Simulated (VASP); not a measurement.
# Mg (P6_3/mmc) in VASP: a series of runs

Mg is run at these levels: PBE; tasks: relaxation of cell and atoms, single point.

Everything below comes from runs of VASP 6.6.1. Logs are shortened: lines on timing, memory, paths and dates and some standing lists are left out, and cuts for length are marked.

## Step 1: The cell of the first run

Symmetry: P6_3/mmc, No. 194, hexagonal system. Conventional cell: a = 3.177 Å, b = 3.177 Å, c = 10.319 Å, α = 90.00°, β = 90.00°, γ = 120.00°. Within 4.2 Å of Mg (site symmetry -3m) lie 12 Mg at 3.17 to 3.18 Å. Within 4.2 Å of Mg (site symmetry -6m2) lie 12 Mg at 3.17 to 3.18 Å.

## Step 2: Relaxation of cell and atoms, PBE

Input file INCAR:

```
SYSTEM = Mg
  ALGO = Normal
  EDIFF = 1E-6
  EDIFFG = -0.005
  ENCUT = 600
  GGA = PE
  IBRION = 2
  ISIF = 3
  ISMEAR = 0
  LASPH = .True.
  LCHARG = .False.
  LREAL = .False.
  LWAVE = .False.
  NELM = 100
  NSW = 100
  PREC = Accurate
  SIGMA = 0.1
```

Input file KPOINTS:

```
k-points
0
Gamma
  15 15 4
  0 0 0
```

Input file POSCAR:

```
Mg
1.0
    3.1768261656      0.0000000000      0.0000000000
   -1.5884130828      2.7512121628      0.0000000000
    0.0000000000      0.0000000000     10.3188620100
Mg
4
Direct
    0.0000000000      0.0000000000      0.0000000000
    0.3333333300      0.6666666700      0.2500000000
    0.0000000000      0.0000000000      0.5000000000
    0.6666666700      0.3333333300      0.7500000000
```

Potentials or basis: VASP PAW PBE potentials, release 64 (Mg).

Started as:

```sh
cat potpaw_PBE.64/Mg/POTCAR > POTCAR
mpirun -np 1 vasp_std > vasp.out
```

OUTCAR:

```text
SYSTEM = Mg
   EDIFF = 1E-6
   EDIFFG = -0.005
   ENCUT = 600
   GGA = PE
   IBRION = 2
   ISIF = 3
   ISMEAR = 0
   LASPH = .True.
   LREAL = .False.
   NELM = 100
   NSW = 100
   PREC = Accurate

 ion  position               nearest neighbor table
   1  0.000  0.000  0.000-   2 3.17   4 3.17   2 3.17   4 3.17   4 3.17   2 3.17
   2  0.333  0.667  0.250-   1 3.17   3 3.17   1 3.17   3 3.17   1 3.17   3 3.17
   3  0.000  0.000  0.500-   2 3.17   4 3.17   2 3.17   4 3.17   4 3.17   2 3.17
   4  0.667  0.333  0.750-   1 3.17   3 3.17   1 3.17   3 3.17   1 3.17   3 3.17

  LATTYP: Found a hexagonal cell.
 ALAT       =     3.1768261656
 C/A-ratio  =     3.2481670296

  Lattice vectors:

 A1 = (   3.1768261656,   0.0000000000,   0.0000000000)
 A2 = (  -1.5884130828,   2.7512121628,   0.0000000000)
 A3 = (   0.0000000000,   0.0000000000,  10.3188620100)

Analysis of symmetry for initial positions (statically):
=====================================================================
 Subroutine PRICEL returns:
 Original cell was already a primitive cell.

 Routine SETGRP: Setting up the symmetry group for a
 hexagonal supercell.

 Subroutine GETGRP returns: Found 24 space group operations
 (whereof 12 operations were pure point group operations)
 out of a pool of 24 trial point group operations.

The static configuration has the point symmetry D_3d.
 The point group associated with its full space group is D_6h.

Analysis of symmetry for dynamics (positions and initial velocities):
=====================================================================
 Subroutine PRICEL returns:
 Original cell was already a primitive cell.

 Routine SETGRP: Setting up the symmetry group for a
 hexagonal supercell.

 Subroutine GETGRP returns: Found 24 space group operations
 (whereof 12 operations were pure point group operations)
 out of a pool of 24 trial point group operations.

The dynamic configuration has the point symmetry D_3d.
 The point group associated with its full space group is D_6h.

 Subroutine INISYM returns: Found 24 space group operations
 (whereof 12 operations are pure point group operations),
 and found     1 'primitive' translations

----------------------------------------------------------------------------------------

                                     Primitive cell

  volume of cell :      90.1881

[... 106 lines left out ...]
   EFERMI =   0.00;   METHOD = LEGACY
   ISMEAR =     0;   SIGMA  =   0.10  broadening in eV -4-tet -1-fermi 0-gaus
   EFERMI_NEDOS =   21; number of points for ismear=-14 and -15
   IALGO  =     38    algorithm
   IMIX   =      4    mixing-type and parameters
     AMIX     =   0.40;   BMIX     =  1.00
     AMIX_MAG =   1.60;   BMIX_MAG =  1.00
  volume/ion in A,a.u.               =      22.55       152.15
  Fermi-wavevector in a.u.,A,eV,Ry     =   0.730110  1.379708  7.252733  0.533061
  Thomas-Fermi vector in A             =   1.821999
   LORBIT       =      0    0 simple, 1 ext, 2 COOP (PROOUT), +10 PAW based schemes
   GGA     = PE    functional components
   LHFCALC =     F    Hartree Fock is set to
   AEXX    =    0.0000 exact exchange contribution
   IVDW    =     0    specifies the selected vdW correction
   LEPSILON=     F    determine dielectric tensor
   LRPA    =     F    only Hartree local field effects (RPA)
 conjugate gradient relaxation of ions
 non-spin polarized calculation
 Gauss-broadening in eV      SIGMA  =   0.10
  energy-cutoff  :      600.00
  volume of cell :       90.19
 maximum number of plane-waves:      3042
 NGX is ok and might be reduce to    28
   NGX = 13   NGY = 13   NGZ = 41

--------------------------------------- Ionic step        1  -------------------------------------------

 number of electron       8.0000000 magnetization

 Free energy of the ion-electron system (eV)
  ---------------------------------------------------
  ext. energy  EPLUGINS =         0.00000000
  ---------------------------------------------------
  free energy    TOTEN  =        -6.00026426 eV

  energy without entropy =       -5.98996205  energy(sigma->0) =       -5.99511316

------------------------ aborting loop because EDIFF is reached ----------------------------------------

  FORCE on cell =-STRESS in cart. coord.  units (eV):
  Direction    XX          YY          ZZ          XY          YZ          ZX
  --------------------------------------------------------------------------------------
  -------------------------------------------------------------------------------------
  Total        0.4721165      0.4721165      0.1368982      0.0000000      0.0000000      0.0000000
  in kB        8.3870739      8.3870739      2.4319740      0.0000000      0.0000000      0.0000000
  external PRESSURE =       6.4020406 kB  Pullay stress =       0.0000000 kB
[... 177 lines left out ...]
--------------------------------------- Ionic step        6  -------------------------------------------

 number of electron       8.0000000 magnetization

 Free energy of the ion-electron system (eV)
  ---------------------------------------------------
  ext. energy  EPLUGINS =         0.00000000
  ---------------------------------------------------
  free energy    TOTEN  =        -6.00458963 eV

  energy without entropy =       -5.99387649  energy(sigma->0) =       -5.99923306

 E-fermi :   2.6306     XC(G=0):  -8.4931

 val. band max:        2.6204497609   @ k =   0.4000   0.0667   0.5000
 cond. band min:       2.6618101711   @ k =   0.3333   0.1333   0.2500
 fundamental gap:      0.0413604102
 Fermi energy:         2.6305935708

 k-point     1 :       0.0000    0.0000    0.0000
  band No.  band energies     occupation
      1      -4.2980      2.00000
      2      -2.8868      2.00000
      3      -2.8862      2.00000
      4       1.0053      2.00000
      5       1.4931      2.00000
      6       7.8224      0.00000
      7       7.8329      0.00000
      8      13.4836      0.00000
[... 243 lines left out ...]
 k-point    24 :       0.4000    0.2000    0.0000
  band No.  band energies     occupation
      1       1.0185      2.00000
      2       1.0233      2.00000
      3       2.0874      2.00000
      4       2.0909      2.00000
      5       2.6709      0.56874
      6       2.6720      0.55790
      7       4.5523      0.00000
      8       5.7563      0.00000

 [... further k-points ...]

------------------------ aborting loop because EDIFF is reached ----------------------------------------

  FORCE on cell =-STRESS in cart. coord.  units (eV):
  Direction    XX          YY          ZZ          XY          YZ          ZX
  --------------------------------------------------------------------------------------
  -------------------------------------------------------------------------------------
  Total       -0.0026884     -0.0026884      0.0011639      0.0000000      0.0000000      0.0000000
  in kB       -0.0469335     -0.0469335      0.0203197      0.0000000      0.0000000      0.0000000
  external PRESSURE =      -0.0245157 kB  Pullay stress =       0.0000000 kB
[... 19 lines left out ...]
  FREE ENERGIE OF THE ION-ELECTRON SYSTEM (eV)
  ---------------------------------------------------
  free  energy   TOTEN  =        -6.0045896298 eV

  energy  without entropy=       -5.9938764948  energy(sigma->0) =       -5.99923306

 reached required accuracy - stopping structural energy minimisation
```

OSZICAR:

```text
N       E                     dE             d eps       ncg     rms          rms(c)
DAV:   1     0.423089574505E+01    0.42309E+01   -0.29158E+03  1296   0.803E+02
DAV:   2    -0.586600938658E+01   -0.10097E+02   -0.99042E+01  1816   0.540E+01
[... 26 lines left out ...]
DAV:   1    -0.600451110622E+01   -0.21908E-03   -0.73524E-04  1792   0.156E-01    0.106E-02
DAV:   2    -0.600451041093E+01    0.69530E-06   -0.31413E-06  1672   0.129E-02
   5 F= -.60045104E+01 E0= -.59992245E+01  d E =-.218302E-03
       N       E                     dE             d eps       ncg     rms          rms(c)
DAV:   1    -0.600459058164E+01   -0.79475E-04   -0.90503E-04  1784   0.177E-01    0.122E-02
DAV:   2    -0.600458962984E+01    0.95180E-06   -0.38992E-06  1680   0.142E-02
   6 F= -.60045896E+01 E0= -.59992331E+01  d E =-.297521E-03
```

Run time: 2.6 min. Hardware: 1 thread of Intel Xeon Platinum 8375C at 2.90GHz (Ice Lake), shared host; peak memory 0.29 GiB.

What came out:

```yaml
Free_energy: -6.0046 eV
Relaxed_volume: 22.94 Å³/atom
Relaxed_cell: a = 3.207 Å, b = 3.207 Å, c = 10.304 Å, α = 90.00°, β = 90.00°, γ = 120.00°
Space_group_after_relaxing_to_0.05_Å: P6_3/mmc (No. 194)
Energy_gained_by_relaxing: 1.1 meV/atom
Ionic_steps: 6
Pressure_after_relaxing: 0.0 GPa
Band_gap_on_the_k_mesh: zero (band 4 reaches 3.58 eV, above the bottom of band 5 at 1.49 eV)
```

Step by step:
```csv
step,energy change (eV),largest force (eV/Å),pressure (GPa),volume (Å³)
1,0.0000,0.0000,0.64,90.19
2,-0.0036,0.0000,0.15,91.37
3,-0.0040,0.0000,-0.07,91.94
4,-0.0040,0.0000,-0.06,91.91
5,-0.0042,0.0000,-0.03,91.84
6,-0.0043,0.0000,0.00,91.77
```

Final structure:
```
Mg
1.0
     3.20698    0.00000    0.00000
    -1.60349    2.77732    0.00000
     0.00000    0.00000   10.30372
Mg
4
Direct
  0.00000 0.00000 0.00000
  0.33333 0.66667 0.25000
  0.00000 0.00000 0.50000
  0.66667 0.33333 0.75000
```

## Step 3: Single point, PBE

Input file INCAR:

```
SYSTEM = Mg
ALGO = Normal
EDIFF = 1E-6
ENCUT = 520
GGA = PE
ISIF = 2
ISMEAR = 0
LASPH = .TRUE.
LCHARG = .FALSE.
LREAL = .FALSE.
LWAVE = .FALSE.
NBANDS = 12
NELM = 100
PREC = Accurate
SIGMA = 0.1
```

Input file KPOINTS:

```
k-points
0
G
  6 6 2
  0 0 0
```

POSCAR is that of step 2.

Potentials or basis: VASP PAW PBE potentials, release 64 (Mg).

Started as:

```sh
cat potpaw_PBE.64/Mg/POTCAR > POTCAR
mpirun -np 1 vasp_std > vasp.out
```

It took 13 s on 1 thread of Intel Xeon Platinum 8375C at 2.90GHz (Ice Lake), shared host; peak memory 0.18 GiB.

The run converged. Its results:

```
Free energy            : -5.8732 eV
Pressure               : 0.6 GPa
Band gap on the k mesh : zero (band 4 reaches 3.03 eV, above the bottom of band 5 at 1.48 eV)
```

Stress tensor (GPa, compression positive):
```
0.26 0.00 0.00
0.00 0.26 0.00
0.00 0.00 1.29
```

Levels at points of the mesh, in eV from the Fermi level:
```
           k point  band 1  band 2  band 3  band 4  band 5  band 6  band 7  band 8  band 9
(0.00, 0.00, 0.00)   -6.88   -5.48   -5.47   -1.59   -1.12    5.20    5.21   11.20   11.20
(0.50, 0.00, 0.00)   -2.04   -2.03   -0.97   -0.94   -0.38   -0.35    2.91    3.07    3.58
(0.00, 0.00, 0.50)   -6.53   -6.53   -3.75   -3.75    1.65    1.65    9.22    9.22   11.39
(0.50, 0.00, 0.50)   -1.76   -1.76   -1.64   -1.64    0.81    0.81    1.27    1.27    5.97
```

Caveat: the k points lie up to 0.38 Å⁻¹ apart.
